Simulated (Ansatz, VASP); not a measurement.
**CuSi16 in VASP and in Ansatz**

```
Si Cu
1.0
     0.00000    5.43000    5.43000
     5.43000    0.00000    5.43000
     5.43000    5.43000    0.00000
Si Cu
16 1
Direct
  0.00081 0.99955 0.99909
  0.12268 0.12486 0.12624
  0.00081 0.99957 0.50058
  0.12598 0.12320 0.62544
  0.99140 0.50271 0.00294
  0.12368 0.62521 0.12668
  0.00110 0.49688 0.50102
  0.12370 0.62523 0.62440
  0.50058 0.99816 0.00063
  0.62648 0.12437 0.12619
  0.49963 0.99935 0.50052
  0.62648 0.12441 0.62294
  0.50222 0.50201 0.00243
  0.62256 0.62878 0.12427
  0.50226 0.50206 0.49320
  0.62676 0.62501 0.62410
  0.37111 0.38144 0.87363
```

Alike in both runs: functional PBE; k mesh 2 × 2 × 2; occupations fermi-dirac, width 0.05 eV; collinear spin.

Ansatz relaxed the structure, and its values are those at the end. VASP's run is a single point on that final structure, the one shown.

```csv
,VASP,Ansatz
version,VASP 6.6.1,Ansatz 0.2.0
potentials or method,"VASP PAW PBE potentials, release 64 (Si, Cu), cutoff 520 eV","scalar-relativistic, plane waves, PAW"
valence electrons in the cell,75,83
```

|  | VASP | Ansatz | Ansatz less VASP |
| --- | --- | --- | --- |
| rms of the force components (eV/Å) | 0.005 | 0.002 | -0.0032 |
| net moment per atom (μB) | 0.00 | 0.00 | 0.000 |

VASP's potentials hold 75 valence electrons a cell and Ansatz's 83, so a difference there can come from the potentials and not from the codes. Ansatz's warnings: seeded moment not kept.

The k mesh is coarse, so the values compare programs but aren't converged.
